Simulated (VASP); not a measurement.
# Au (P6_3/mmc) in VASP: a series of runs, part 2 of 3

VASP 6.6.1.

## 5. Single point, PBEsol (volume scaled by 0.96)

INCAR reads:

```
SYSTEM = Au
PREC     = Accurate       ! precision mode
ENCUT    = 520            ! plane-wave cutoff, eV
EDIFF    = 1E-6           ! SCF threshold, eV
ISMEAR   = -1             ! smearing method
SIGMA    = 0.1            ! smearing width, eV
LREAL    = .False.        ! projectors in reciprocal space
LASPH    = .True.         ! aspherical terms in the spheres
NELM     = 80             ! most SCF steps
ALGO     = Normal         ! electronic algorithm
ISIF     = 2              ! what is computed and relaxed
LWAVE    = .False.        ! write WAVECAR
LCHARG   = .False.        ! write CHGCAR
GGA      = PS             ! functional
NBANDS   = 30             ! bands
```

KPOINTS reads:

```
regular mesh
0
Gamma
  14 14 4
  0 0 0
```

POSCAR reads:

```
Au
1.0
    2.8295335185      0.0000000000      0.0000000000
   -1.4147667592      2.4504479079      0.0000000000
    0.0000000000      0.0000000000      9.4246916240
Au
4
Direct
    0.0000000000      0.0000000000      1.0000000000
    0.0000000000      0.0000000000      0.5000000000
    0.3333333333      0.6666666667      0.2500000000
    0.6666666667      0.3333333333      0.7500000000
```

Potentials or basis: VASP PAW PBE potentials, release 64 (Au).

Command:

```
$ cat potpaw_PBE.64/Au/POTCAR > POTCAR
$ mpirun -np 1 vasp_std > vasp.out
```

OUTCAR:

```text
SYSTEM = Au
   PREC = Accurate
   ENCUT = 520
   EDIFF = 1E-6
   ISMEAR = -1
   LREAL = .False.
   LASPH = .True.
   NELM = 80
   ISIF = 2
   GGA = PS

 ion  position               nearest neighbor table
   1  0.000  0.000  0.000-   3 2.87   4 2.87   3 2.87   4 2.87   4 2.87   3 2.87
   2  0.000  0.000  0.500-   3 2.87   4 2.87   3 2.87   4 2.87   4 2.87   3 2.87
   3  0.333  0.667  0.250-   1 2.87   2 2.87   1 2.87   2 2.87   1 2.87   2 2.87
   4  0.667  0.333  0.750-   1 2.87   2 2.87   1 2.87   2 2.87   1 2.87   2 2.87

  LATTYP: Found a hexagonal cell.
 ALAT       =     2.8295335185
 C/A-ratio  =     3.3308287611

  Lattice vectors:

 A1 = (   2.8295335185,   0.0000000000,   0.0000000000)
 A2 = (  -1.4147667592,   2.4504479079,   0.0000000000)
 A3 = (   0.0000000000,   0.0000000000,   9.4246916240)

Analysis of symmetry for initial positions (statically):
=====================================================================
 Subroutine PRICEL returns:
 Original cell was already a primitive cell.

 Routine SETGRP: Setting up the symmetry group for a
 hexagonal supercell.

 Subroutine GETGRP returns: Found 24 space group operations
 (whereof 12 operations were pure point group operations)
 out of a pool of 24 trial point group operations.

The static configuration has the point symmetry D_3d.
 The point group associated with its full space group is D_6h.

Analysis of symmetry for dynamics (positions and initial velocities):
=====================================================================
 Subroutine PRICEL returns:
 Original cell was already a primitive cell.

 Routine SETGRP: Setting up the symmetry group for a
 hexagonal supercell.

 Subroutine GETGRP returns: Found 24 space group operations
 (whereof 12 operations were pure point group operations)
 out of a pool of 24 trial point group operations.

The dynamic configuration has the point symmetry D_3d.
 The point group associated with its full space group is D_6h.

 Subroutine INISYM returns: Found 24 space group operations
 (whereof 12 operations are pure point group operations),
 and found     1 'primitive' translations

----------------------------------------------------------------------------------------

                                     Primitive cell

  volume of cell :      65.3473

  direct lattice vectors                    reciprocal lattice vectors
     2.829533518  0.000000000  0.000000000     0.353415145  0.204044329  0.000000000
    -1.414766759  2.450447908  0.000000000     0.000000000  0.408088659  0.000000000
     0.000000000  0.000000000  9.424691624     0.000000000  0.000000000  0.106104267

  length of vectors
     2.829533518  2.829533518  9.424691624     0.408088659  0.408088659  0.106104267

  position of ions in fractional coordinates (direct lattice)
     0.000000000  0.000000000  0.000000000
     0.000000000  0.000000000  0.500000000
     0.333333333  0.666666667  0.250000000
     0.666666667  0.333333333  0.750000000

  ion indices of the primitive-cell ions
   primitive index   ion index
                 1           1
                 2           2
                 3           3
                 4           4

----------------------------------------------------------------------------------------

 KPOINTS: regular mesh

Automatic generation of k-mesh.
 Grid dimensions read from file:
 generate k-points for:   14   14    4

 Generating k-lattice:

  Cartesian coordinates                     Fractional coordinates (reciprocal lattice)
     0.025243939  0.014574595  0.000000000     0.071428571 -0.000000000  0.000000000
     0.000000000  0.029149190  0.000000000     0.000000000  0.071428571  0.000000000
     0.000000000  0.000000000  0.026526067     0.000000000  0.000000000  0.250000000

  Length of vectors
     0.029149190  0.029149190  0.026526067

  Shift w.r.t. Gamma in fractional coordinates (k-lattice)
     0.000000000  0.000000000  0.000000000

 Subroutine IBZKPT returns following result:
 ===========================================

 Found     72 irreducible k-points:

 Following reciprocal coordinates:
            Coordinates               Weight
  0.000000  0.000000  0.000000      1.000000
  0.071429  0.000000  0.000000      6.000000
  0.142857  0.000000  0.000000      6.000000
  0.214286  0.000000  0.000000      6.000000
  0.285714  0.000000  0.000000      6.000000
  0.357143  0.000000  0.000000      6.000000
[... 16 lines left out ...]
  0.285714  0.285714  0.000000      6.000000
  0.357143  0.285714  0.000000      6.000000
 [... further k-points ...]
   k-points           NKPTS =     72   k-points in BZ     NKDIM =     72   number of bands    NBANDS=     30
   number of dos      NEDOS =    301   number of ions     NIONS =      4
   total plane-waves  NPLWV =  40320
   dimension x,y,z NGX =    24 NGY =   24 NGZ =   70
   dimension x,y,z NGXF=    48 NGYF=   48 NGZF=  140
   ions per type =               4
   NGX,Y,Z   is equivalent  to a cutoff of  14.10, 14.10, 12.35 a.u.
   NGXF,Y,Z  is equivalent  to a cutoff of  28.20, 28.20, 24.70 a.u.
 SYSTEM =  Au
   PREC   = accura    normal or accurate (medium, high low for compatibility)
   ISTART =      0    job   : 0-new  1-cont  2-samecut
   ICHARG =      2    charge: 1-file 2-atom 10-const
   ISPIN  =      1    spin polarized calculation?
   LNONCOLLINEAR =      F non collinear calculations
   LSORBIT =      F    spin-orbit coupling
   LASPH  =      T    aspherical Exc in radial PAW
   ENCUT  =  520.0 eV  38.22 Ry    6.18 a.u.   5.26  5.26 17.52*2*pi/ulx,y,z
   NELM   =     80;   NELMIN=  2; NELMDL= -5     # of ELM steps
   EDIFF  = 0.1E-05   stopping-criterion for ELM
   LREAL  =      F    real-space projection
   EDIFFG = 0.1E-04   stopping-criterion for IOM
   NSW    =      0    number of steps for IOM
   IBRION =     -1    ionic relax: 0-MD 1-quasi-New 2-CG
   NFREE  =      0    steps in history (QN), initial steepest desc. (CG)
   ISIF   =      2    stress and relaxation
   ISYM   =      2    0-nonsym 1-usesym 2-fastsym
   POTIM  = 0.5000    time-step for ionic-motion
   TEBEG  =    0.0;   TEEND  =   0.0 temperature during run
   PSTRESS=    0.0 pullay stress
   NELECT =      44.0000    total number of electrons
   NUPDOWN=      -1.0000    fix difference up-down
   EMIN   =  10.00;   EMAX   =-10.00  energy-range for DOS
   EFERMI =   0.00;   METHOD = LEGACY
   ISMEAR =    -1;   SIGMA  =   0.10  broadening in eV -4-tet -1-fermi 0-gaus
   EFERMI_NEDOS =   21; number of points for ismear=-14 and -15
   IALGO  =     38    algorithm
   IMIX   =      4    mixing-type and parameters
     AMIX     =   0.40;   BMIX     =  1.00
     AMIX_MAG =   1.60;   BMIX_MAG =  1.00
  volume/ion in A,a.u.               =      16.34       110.25
  Fermi-wavevector in a.u.,A,eV,Ry     =   1.434883  2.711536 28.012899  2.058890
  Thomas-Fermi vector in A             =   2.554243
   LORBIT       =      0    0 simple, 1 ext, 2 COOP (PROOUT), +10 PAW based schemes
   GGA     = PS    functional components
   LHFCALC =     F    Hartree Fock is set to
   AEXX    =    0.0000 exact exchange contribution
   IVDW    =     0    specifies the selected vdW correction
   LEPSILON=     F    determine dielectric tensor
   LRPA    =     F    only Hartree local field effects (RPA)
 non-spin polarized calculation
  energy-cutoff  :      520.00
  volume of cell :       65.35
 maximum number of plane-waves:      1780
 NGX is ok and might be reduce to    24
   NGX = 11   NGY = 11   NGZ = 35

 number of electron      43.9999991 magnetization

 Free energy of the ion-electron system (eV)
  ---------------------------------------------------
  ext. energy  EPLUGINS =         0.00000000
  ---------------------------------------------------
  free energy    TOTEN  =       -15.62829463 eV

  energy without entropy =      -15.58503472  energy(sigma->0) =      -15.60666467

 E-fermi :   9.9766     XC(G=0): -13.1365

 val. band max:        9.9717900727   @ k =   0.3571   0.1429   0.5000
 cond. band min:      10.0083346870   @ k =   0.4286   0.0714   0.5000
 fundamental gap:      0.0365446143
 Fermi energy:         9.9765806578

 k-point     1 :       0.0000    0.0000    0.0000
  band No.  band energies     occupation
      1      -0.3796      2.00000
      2       1.4067      2.00000
      3       1.4188      2.00000
      4       2.2023      2.00000
      5       4.8696      2.00000
      6       4.8796      2.00000
[... 781 lines left out ...]
     29      16.7413      0.00000
     30      19.2032      0.00000

 [... further k-points ...]
[... 5 lines left out ...]
  --------------------------------------------------------------------------------------
  -------------------------------------------------------------------------------------
  Total        3.2805723      3.2805723      2.9188997      0.0000000      0.0000000      0.0000000
  in kB       80.4327144     80.4327144     71.5652655      0.0000000      0.0000000      0.0000000
  external PRESSURE =      77.4768981 kB  Pullay stress =       0.0000000 kB

 VOLUME and BASIS-vectors are now :
 -----------------------------------------------------------------------------
  energy-cutoff  :      520.00
  volume of cell :       65.35
      direct lattice vectors                 reciprocal lattice vectors
     2.829533518  0.000000000  0.000000000     0.353415145  0.204044329  0.000000000
    -1.414766759  2.450447908  0.000000000     0.000000000  0.408088659  0.000000000
     0.000000000  0.000000000  9.424691624     0.000000000  0.000000000  0.106104267

 POSITION                                       TOTAL-FORCE (eV/Angst)
 -----------------------------------------------------------------------------------
      0.00000      0.00000      0.00000         0.000000      0.000000     -0.000000
      0.00000      0.00000      4.71235         0.000000      0.000000     -0.000000
     -0.00000      1.63363      2.35617        -0.000000      0.000000     -0.000000
      1.41477      0.81682      7.06852         0.000000     -0.000000      0.000000
 -----------------------------------------------------------------------------------
    total drift:                               -0.000000      0.000000      0.000000

  FREE ENERGIE OF THE ION-ELECTRON SYSTEM (eV)
  ---------------------------------------------------
  free  energy   TOTEN  =       -15.6282946336 eV

  energy  without entropy=      -15.5850347155  energy(sigma->0) =      -15.60666467
```

It took 52 s on 1 thread of Intel Xeon 6975P-C (Granite Rapids), shared host; peak memory 0.25 GiB.

Results:

| Quantity | Value |
| --- | --- |
| Free energy | -15.6283 eV |
| Pressure | 7.7 GPa |
| Band gap on the k mesh | zero (band 22 reaches 12.66 eV, above the bottom of band 23 at 7.65 eV) |

Caveat: the PAW data sets were made with another functional, which shifts forces and pressure a little; spin-orbit coupling is left out, which moves the levels of the heavy elements.

(Continued in part 3 of 3.)
